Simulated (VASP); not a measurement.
# Cr (Im-3m) in VASP: a series of runs

The runs below take Cr through single point, with PBE.

Everything below comes from runs of VASP 6.6.1. Logs are shortened: lines on timing, memory, paths and dates and some standing lists are left out, and cuts for length are marked.

## Step 1: The cell of the first run

The structure is cubic, space group Im-3m (No. 229). Conventional cell: a = 2.919 Å, b = 2.919 Å, c = 2.919 Å, α = 90.00°, β = 90.00°, γ = 90.00°. Cr (site symmetry m-3m) has 14 Cr at 2.53 to 2.92 Å within 3.3 Å.

## Step 2: Single point, PBE (12.43 Å³/atom)

The input, INCAR:

```
SYSTEM = Cr
ALGO = Normal ; EDIFF = 1E-6
ENCUT = 520 ; GGA = PE
ISIF = 2 ; ISMEAR = -1
LASPH = .True. ; LCHARG = .False.
LREAL = .False. ; LWAVE = .False.
NBANDS = 19 ; NELM = 80
PREC = Accurate ; SIGMA = 0.05
```

The input, KPOINTS:

```
k-points
0
Gamma
  11 11 11
  0 0 0
```

The input, POSCAR:

```
Cr
1.0
    2.9185693040      0.0000000000      0.0000000000
    0.0000000000      2.9185693040      0.0000000000
    0.0000000000      0.0000000000      2.9185693040
Cr
2
Direct
    0.0000000000      0.0000000000      0.0000000000
    0.5000000000      0.5000000000      0.5000000000
```

Potentials or basis: VASP PAW PBE potentials, release 64 (Cr_pv).

On the command line:

```sh
$ cat potpaw_PBE.64/Cr_pv/POTCAR > POTCAR
$ mpirun -np 1 vasp_std > vasp.out
```

OUTCAR:

```text
SYSTEM = Cr
   EDIFF = 1E-6
   ENCUT = 520
   GGA = PE
   ISIF = 2
   ISMEAR = -1
   LASPH = .True.
   LREAL = .False.
   NELM = 80
   PREC = Accurate

 ion  position               nearest neighbor table
   1  0.000  0.000  0.000-   2 2.53   2 2.53   2 2.53   2 2.53   2 2.53   2 2.53   2 2.53   2 2.53

   2  0.500  0.500  0.500-   1 2.53   1 2.53   1 2.53   1 2.53   1 2.53   1 2.53   1 2.53   1 2.53

  LATTYP: Found a simple cubic cell.
 ALAT       =     2.9185693040

  Lattice vectors:

 A1 = (   2.9185693040,   0.0000000000,   0.0000000000)
 A2 = (   0.0000000000,   2.9185693040,   0.0000000000)
 A3 = (   0.0000000000,   0.0000000000,   2.9185693040)

Analysis of symmetry for initial positions (statically):
=====================================================================
 Subroutine PRICEL returns following result:

  LATTYP: Found a body centered cubic cell.
 ALAT       =     2.9185693040

  Lattice vectors:

 A1 = (   1.4592846520,   1.4592846520,  -1.4592846520)
 A2 = (  -1.4592846520,   1.4592846520,   1.4592846520)
 A3 = (   1.4592846520,  -1.4592846520,   1.4592846520)

   2 primitive cells build up your supercell.

 Routine SETGRP: Setting up the symmetry group for a
 simple cubic supercell.

 Subroutine GETGRP returns: Found 48 space group operations
 (whereof 48 operations were pure point group operations)
 out of a pool of 48 trial point group operations.

The static configuration has the point symmetry O_h .

Analysis of symmetry for dynamics (positions and initial velocities):
=====================================================================
 Subroutine PRICEL returns following result:

  LATTYP: Found a body centered cubic cell.
 ALAT       =     2.9185693040

  Lattice vectors:

 A1 = (   1.4592846520,   1.4592846520,  -1.4592846520)
 A2 = (  -1.4592846520,   1.4592846520,   1.4592846520)
 A3 = (   1.4592846520,  -1.4592846520,   1.4592846520)

   2 primitive cells build up your supercell.

 Routine SETGRP: Setting up the symmetry group for a
 simple cubic supercell.

 Subroutine GETGRP returns: Found 48 space group operations
 (whereof 48 operations were pure point group operations)
 out of a pool of 48 trial point group operations.

The dynamic configuration has the point symmetry O_h .

 Subroutine INISYM returns: Found 48 space group operations
 (whereof 48 operations are pure point group operations),
 and found     2 'primitive' translations

----------------------------------------------------------------------------------------

                                     Primitive cell

  volume of cell :      12.4303

  direct lattice vectors                    reciprocal lattice vectors
     1.459284652  1.459284652 -1.459284652     0.342633632  0.342633632  0.000000000
    -1.459284652  1.459284652  1.459284652    -0.000000000  0.342633632  0.342633632
     1.459284652 -1.459284652  1.459284652     0.342633632  0.000000000  0.342633632

  length of vectors
     2.527555160  2.527555160  2.527555160     0.484557129  0.484557129  0.484557129

  position of ions in fractional coordinates (direct lattice)
     0.000000000  0.000000000  0.000000000

  ion indices of the primitive-cell ions
   primitive index   ion index
                 1           1

----------------------------------------------------------------------------------------

 KPOINTS: k-points

Automatic generation of k-mesh.
 Grid dimensions read from file:
 generate k-points for:   11   11   11

 Generating k-lattice:

  Cartesian coordinates                     Fractional coordinates (reciprocal lattice)
     0.031148512  0.000000000  0.000000000     0.090909091  0.000000000  0.000000000
     0.000000000  0.031148512  0.000000000     0.000000000  0.090909091  0.000000000
     0.000000000  0.000000000  0.031148512     0.000000000  0.000000000  0.090909091

  Length of vectors
     0.031148512  0.031148512  0.031148512

  Shift w.r.t. Gamma in fractional coordinates (k-lattice)
     0.000000000  0.000000000  0.000000000

 Subroutine IBZKPT returns following result:
 ===========================================

 Found     56 irreducible k-points:

 Following reciprocal coordinates:
            Coordinates               Weight
  0.000000  0.000000  0.000000      1.000000
  0.090909  0.000000  0.000000      6.000000
  0.181818  0.000000  0.000000      6.000000
  0.272727  0.000000  0.000000      6.000000
  0.363636  0.000000  0.000000      6.000000
  0.454545  0.000000  0.000000      6.000000
[... 16 lines left out ...]
  0.181818  0.090909  0.090909     24.000000
  0.272727  0.090909  0.090909     24.000000
 [... further k-points ...]
   k-points           NKPTS =     56   k-points in BZ     NKDIM =     56   number of bands    NBANDS=     19
   number of dos      NEDOS =    301   number of ions     NIONS =      2
   total plane-waves  NPLWV =  13824
   dimension x,y,z NGX =    24 NGY =   24 NGZ =   24
   dimension x,y,z NGXF=    48 NGYF=   48 NGZF=   48
   ions per type =               2
   NGX,Y,Z   is equivalent  to a cutoff of  13.67, 13.67, 13.67 a.u.
   NGXF,Y,Z  is equivalent  to a cutoff of  27.34, 27.34, 27.34 a.u.
 SYSTEM =  Cr
   PREC   = accura    normal or accurate (medium, high low for compatibility)
   ISTART =      0    job   : 0-new  1-cont  2-samecut
   ICHARG =      2    charge: 1-file 2-atom 10-const
   ISPIN  =      1    spin polarized calculation?
   LNONCOLLINEAR =      F non collinear calculations
   LSORBIT =      F    spin-orbit coupling
   LASPH  =      T    aspherical Exc in radial PAW
   ENCUT  =  520.0 eV  38.22 Ry    6.18 a.u.   5.43  5.43  5.43*2*pi/ulx,y,z
   NELM   =     80;   NELMIN=  2; NELMDL= -5     # of ELM steps
   EDIFF  = 0.1E-05   stopping-criterion for ELM
   LREAL  =      F    real-space projection
   EDIFFG = 0.1E-04   stopping-criterion for IOM
   NSW    =      0    number of steps for IOM
   IBRION =     -1    ionic relax: 0-MD 1-quasi-New 2-CG
   NFREE  =      0    steps in history (QN), initial steepest desc. (CG)
   ISIF   =      2    stress and relaxation
   ISYM   =      2    0-nonsym 1-usesym 2-fastsym
   POTIM  = 0.5000    time-step for ionic-motion
   TEBEG  =    0.0;   TEEND  =   0.0 temperature during run
   PSTRESS=    0.0 pullay stress
   NELECT =      24.0000    total number of electrons
   NUPDOWN=      -1.0000    fix difference up-down
   EMIN   =  10.00;   EMAX   =-10.00  energy-range for DOS
   EFERMI =   0.00;   METHOD = LEGACY
   ISMEAR =    -1;   SIGMA  =   0.05  broadening in eV -4-tet -1-fermi 0-gaus
   EFERMI_NEDOS =   21; number of points for ismear=-14 and -15
   IALGO  =     38    algorithm
   IMIX   =      4    mixing-type and parameters
     AMIX     =   0.40;   BMIX     =  1.00
     AMIX_MAG =   1.60;   BMIX_MAG =  1.00
  volume/ion in A,a.u.               =      12.43        83.88
  Fermi-wavevector in a.u.,A,eV,Ry     =   1.617988  3.057554 35.618480  2.617884
  Thomas-Fermi vector in A             =   2.712324
   LORBIT       =      0    0 simple, 1 ext, 2 COOP (PROOUT), +10 PAW based schemes
   GGA     = PE    functional components
   LHFCALC =     F    Hartree Fock is set to
   AEXX    =    0.0000 exact exchange contribution
   IVDW    =     0    specifies the selected vdW correction
   LEPSILON=     F    determine dielectric tensor
   LRPA    =     F    only Hartree local field effects (RPA)
 non-spin polarized calculation
  energy-cutoff  :      520.00
  volume of cell :       24.86
 maximum number of plane-waves:       691
 NGX is ok and might be reduce to    24
   NGX = 11   NGY = 11   NGZ = 11

 number of electron      24.0000009 magnetization

 Free energy of the ion-electron system (eV)
  ---------------------------------------------------
  ext. energy  EPLUGINS =         0.00000000
  ---------------------------------------------------
  free energy    TOTEN  =       -18.93969342 eV

  energy without entropy =      -18.92670604  energy(sigma->0) =      -18.93319973

 E-fermi :   9.9538     XC(G=0): -13.2525

 val. band max:        9.9315753937   @ k =   0.1818   0.1818   0.0909
 cond. band min:       9.9643581417   @ k =   0.3636   0.0000   0.0000
 fundamental gap:      0.0327827480
 Fermi energy:         9.9538164108

 k-point     1 :       0.0000    0.0000    0.0000
  band No.  band energies     occupation
      1     -33.3583      2.00000
      2     -33.3583      2.00000
      3     -33.3583      2.00000
      4     -32.8554      2.00000
      5     -32.8554      2.00000
      6     -32.8554      2.00000
[... 11 lines left out ...]
     18      17.0312      0.00000
     19      17.0353      0.00000

 k-point     2 :       0.0909    0.0000    0.0000
  band No.  band energies     occupation
      1     -33.3583      2.00000
      2     -33.3475      2.00000
      3     -33.3475      2.00000
      4     -32.8764      2.00000
      5     -32.8650      2.00000
      6     -32.8650      2.00000
[... 11 lines left out ...]
     18      17.0305      0.00000
     19      17.0352      0.00000

 k-point     3 :       0.1818    0.0000    0.0000
  band No.  band energies     occupation
      1     -33.3561      2.00000
      2     -33.3161      2.00000
      3     -33.3161      2.00000
      4     -32.9347      2.00000
      5     -32.8930      2.00000
      6     -32.8930      2.00000
[... 11 lines left out ...]
     18      17.0231      0.00000
     19      17.0817      0.00000

 k-point     4 :       0.2727    0.0000    0.0000
  band No.  band energies     occupation
      1     -33.3455      2.00000
      2     -33.2671      2.00000
      3     -33.2671      2.00000
      4     -33.0185      2.00000
      5     -32.9376      2.00000
      6     -32.9376      2.00000
[... 11 lines left out ...]
     18      15.4001      0.00000
     19      17.0358      0.00000

 k-point     5 :       0.3636    0.0000    0.0000
  band No.  band energies     occupation
      1     -33.3188      2.00000
      2     -33.2049      2.00000
      3     -33.2049      2.00000
      4     -33.1121      2.00000
      5     -32.9958      2.00000
      6     -32.9958      2.00000
[... 11 lines left out ...]
     18      13.7667      0.00000
     19      17.0348      0.00000

 k-point     6 :       0.4545    0.0000    0.0000
  band No.  band energies     occupation
      1     -33.2706      2.00000
      2     -33.1999      2.00000
      3     -33.1350      2.00000
      4     -33.1350      2.00000
      5     -33.0634      2.00000
      6     -33.0634      2.00000
[... 11 lines left out ...]
     18      12.6073      0.00000
     19      17.0345      0.00000

 k-point     7 :       0.0909    0.0909    0.0000
  band No.  band energies     occupation
      1     -33.3760      2.00000
      2     -33.3371      2.00000
      3     -33.3198      2.00000
      4     -32.9151      2.00000
      5     -32.8741      2.00000
      6     -32.8557      2.00000
[... 11 lines left out ...]
     18      17.0301      0.00000
     19      17.0351      0.00000

 k-point     8 :       0.1818    0.0909    0.0000
  band No.  band energies     occupation
      1     -33.3882      2.00000
      2     -33.3069      2.00000
      3     -33.2762      2.00000
      4     -32.9858      2.00000
      5     -32.9008      2.00000
      6     -32.8685      2.00000
[... 256 lines left out ...]
 k-point    20 :       0.4545    0.3636    0.0000
  band No.  band energies     occupation
      1     -33.5482      2.00000
      2     -33.5198      2.00000
      3     -33.1042      2.00000
      4     -33.0744      2.00000
      5     -32.9001      2.00000
      6     -32.8694      2.00000
[... 11 lines left out ...]
     18      12.6639      0.00000
     19      17.0283      0.00000

 k-point    21 :       0.4545    0.4545    0.0000
  band No.  band energies     occupation
      1     -33.5747      2.00000
      2     -33.5650      2.00000
      3     -33.0926      2.00000
      4     -33.0824      2.00000
      5     -32.8695      2.00000
      6     -32.8590      2.00000
[... 11 lines left out ...]
     18      12.5057      0.00000
     19      17.0261      0.00000

 k-point    22 :       0.0909    0.0909    0.0909
  band No.  band energies     occupation
      1     -33.3649      2.00000
      2     -33.3649      2.00000
      3     -33.2838      2.00000
      4     -32.9509      2.00000
      5     -32.8656      2.00000
      6     -32.8656      2.00000
[... 11 lines left out ...]
     18      17.0299      0.00000
     19      17.0351      0.00000

 k-point    23 :       0.1818    0.0909    0.0909
  band No.  band energies     occupation
      1     -33.3893      2.00000
      2     -33.3325      2.00000
      3     -33.2332      2.00000
      4     -33.0237      2.00000
      5     -32.8947      2.00000
      6     -32.8701      2.00000
[... 11 lines left out ...]
     18      17.0264      0.00000
     19      17.0350      0.00000

 k-point    24 :       0.2727    0.0909    0.0909
  band No.  band energies     occupation
      1     -33.3990      2.00000
      2     -33.2819      2.00000
      3     -33.1757      2.00000
      4     -33.1137      2.00000
      5     -32.9409      2.00000
      6     -32.8946      2.00000
[... 11 lines left out ...]
     18      15.8443      0.00000
     19      17.0355      0.00000

 [... further k-points ...]

------------------------ aborting loop because EDIFF is reached ----------------------------------------

  FORCE on cell =-STRESS in cart. coord.  units (eV):
  Direction    XX          YY          ZZ          XY          YZ          ZX
  --------------------------------------------------------------------------------------
  -------------------------------------------------------------------------------------
  Total       -2.5804118     -2.5804118     -2.5804118      0.0000000     -0.0000000     -0.0000000
  in kB     -166.2989732   -166.2989732   -166.2989732      0.0000000     -0.0000000     -0.0000000
  external PRESSURE =    -166.2989732 kB  Pullay stress =       0.0000000 kB

 VOLUME and BASIS-vectors are now :
 -----------------------------------------------------------------------------
  energy-cutoff  :      520.00
  volume of cell :       24.86
      direct lattice vectors                 reciprocal lattice vectors
     2.918569304  0.000000000  0.000000000     0.342633632  0.000000000  0.000000000
     0.000000000  2.918569304  0.000000000     0.000000000  0.342633632  0.000000000
     0.000000000  0.000000000  2.918569304     0.000000000  0.000000000  0.342633632

 POSITION                                       TOTAL-FORCE (eV/Angst)
 -----------------------------------------------------------------------------------
      0.00000      0.00000      0.00000        -0.000000     -0.000000     -0.000000
      1.45928      1.45928      1.45928         0.000000      0.000000      0.000000
 -----------------------------------------------------------------------------------
    total drift:                                0.000000      0.000000     -0.000000

  FREE ENERGIE OF THE ION-ELECTRON SYSTEM (eV)
  ---------------------------------------------------
  free  energy   TOTEN  =       -18.9396934222 eV

  energy  without entropy=      -18.9267060447  energy(sigma->0) =      -18.93319973
```

It took 24 s on 1 thread of Intel Xeon Platinum 8259CL at 2.50GHz (Skylake/Cascade Lake), shared host; peak memory 0.15 GiB.

Results:

```yaml
Free_energy: -18.9397 eV
Pressure: -16.6 GPa
Band_gap_on_the_k_mesh: zero (bands 12 and 13 overlap by 0.89 eV)
```

Caveat: the cell stands under tension; the run has no spin polarisation, though such a crystal can be magnetic.

## Step 3: Single point, PBE

This run uses another cell than the first one, of 13.08 Å³/atom.

The input, INCAR:

```
PREC = Accurate
ENCUT = 520
EDIFF = 1E-7
ISMEAR = -1
SIGMA = 0.05
LREAL = F
LASPH = T
NELM = 60
ALGO = Normal
ISIF = 2
LWAVE = F
LCHARG = F
GGA = PE
NBANDS = 19
```

The input, KPOINTS:

```
regular mesh
0
Gamma
  11 11 11
```

The input, POSCAR:

```
Cr
1.0
    2.9688993551      0.0000000000      0.0000000000
    0.0000000000      2.9688993551      0.0000000000
    0.0000000000      0.0000000000      2.9688993551
Cr
2
Direct
    0.0000000000      0.0000000000      0.0000000000
    0.5000000000      0.5000000000      0.5000000000
```

Potentials or basis: VASP PAW PBE potentials, release 64 (Cr_pv).

On the command line:

```sh
$ cat potpaw_PBE.64/Cr_pv/POTCAR > POTCAR
$ mpirun -np 1 vasp_std > vasp.out
```

Run time: 23 s. Hardware: 1 thread of Intel Xeon Platinum 8259CL at 2.50GHz (Skylake/Cascade Lake), shared host; peak memory 0.15 GiB.

It converged, with:

```yaml
Free_energy: -18.7686 eV
Pressure: -25.0 GPa
Band_gap_on_the_k_mesh: zero (bands 12 and 13 overlap by 0.80 eV)
```

Levels at points of the mesh, in eV from the Fermi level:
```
           k point  band 10  band 11  band 12  band 13  band 14  band 15
(0.00, 0.00, 0.00)    -0.76    -0.76    -0.76     0.99     0.99     2.05
```

Caveat: the cell stands under tension; the run has no spin polarisation, though such a crystal can be magnetic. Spin polarisation is off, so any magnetic state and its effect on volume and gap are missing.

## Step 4: Single point, PBE (13.74 Å³/atom)

This run uses another cell than the first one, of 13.74 Å³/atom.

The input, INCAR:

```
SYSTEM = Cr
  PREC = Accurate
  ENCUT = 520
  EDIFF = 1E-7
  ISMEAR = -1
  SIGMA = 0.05
  LREAL = .FALSE.
  LASPH = .TRUE.
  NELM = 60
  ALGO = Normal
  ISIF = 2
  LWAVE = .FALSE.
  LCHARG = .FALSE.
  GGA = PE
  NBANDS = 19
```

The input, KPOINTS:

```
regular mesh
0
G
  11 11 11
  0 0 0
```

The input, POSCAR:

```
Cr
1.0
    3.0175784883      0.0000000000      0.0000000000
    0.0000000000      3.0175784883      0.0000000000
    0.0000000000      0.0000000000      3.0175784883
Cr
2
Direct
    0.0000000000      0.0000000000      0.0000000000
    0.5000000000      0.5000000000      0.5000000000
```

On the command line:

```sh
$ cat potpaw_PBE.64/Cr_pv/POTCAR > POTCAR
$ mpirun -np 1 vasp_std > vasp.out
```

It took 18 s on 1 thread of Intel Xeon Platinum 8259CL at 2.50GHz (Skylake/Cascade Lake), shared host; peak memory 0.15 GiB.

The run converged. Its results:

```
Free energy            : -18.5391 eV
Pressure               : -31.0 GPa
Band gap on the k mesh : zero (bands 12 and 13 overlap by 0.72 eV)
```

Levels at points of the mesh, in eV from the Fermi level:
| k point | band 8 | band 9 | band 10 | band 11 | band 12 | band 13 | band 14 | band 15 | band 16 | band 17 |
| --- | --- | --- | --- | --- | --- | --- | --- | --- | --- | --- |
| (0.00, 0.00, 0.00) | -3.35 | -3.35 | -0.71 | -0.71 | -0.71 | 0.93 | 0.93 | 1.91 | 1.91 | 1.91 |

Caveat: the cell stands under tension; the run has no spin polarisation, though such a crystal can be magnetic. Spin polarisation is off, so any magnetic state and its effect on volume and gap are missing.

## Step 5: Single point, PBE (14.39 Å³/atom)

This run uses another cell than the first one, of 14.39 Å³/atom.

The input, INCAR:

```
PREC     = Accurate       # precision mode
ENCUT    = 520            # plane-wave cutoff, eV
EDIFF    = 1E-7           # SCF threshold, eV
ISMEAR   = -1             # smearing method
SIGMA    = 0.05           # smearing width, eV
LREAL    = False          # projectors in reciprocal space
LASPH    = True           # aspherical terms in the spheres
NELM     = 60             # most SCF steps
ALGO     = Normal         # electronic algorithm
ISIF     = 2              # what is computed and relaxed
LWAVE    = False          # write WAVECAR
LCHARG   = False          # write CHGCAR
GGA      = PE             # functional
NBANDS   = 19             # bands
```

The input, KPOINTS:

```
regular mesh
0
Gamma
  11 11 11
```

The input, POSCAR:

```
Cr
1.0
    3.0647357691      0.0000000000      0.0000000000
    0.0000000000      3.0647357691      0.0000000000
    0.0000000000      0.0000000000      3.0647357691
Cr
2
Direct
    0.0000000000      0.0000000000      0.0000000000
    0.5000000000      0.5000000000      0.5000000000
```

On the command line:

```sh
$ cat potpaw_PBE.64/Cr_pv/POTCAR > POTCAR
$ mpirun -np 1 vasp_std > vasp.out
```

Wall time 26 s (1 thread of Intel Xeon Platinum 8259CL at 2.50GHz (Skylake/Cascade Lake), shared host); peak memory 0.15 GiB.

The run converged. Its results:

* Free energy: -18.2672 eV
* Pressure: -35.4 GPa
* Band gap on the k mesh: zero (bands 12 and 13 overlap by 0.66 eV)

Levels at points of the mesh, in eV from the Fermi level:
```csv
k point,band 8,band 9,band 10,band 11,band 12,band 13,band 14,band 15,band 16,band 17
"(0.00, 0.00, 0.00)",-3.12,-3.12,-0.67,-0.67,-0.67,0.87,0.87,1.79,1.79,1.79
```

Caveat: the cell stands under tension; the run has no spin polarisation, though such a crystal can be magnetic. Spin polarisation is off, so any magnetic state and its effect on volume and gap are missing.

(Part 1 of 2 ends here.)
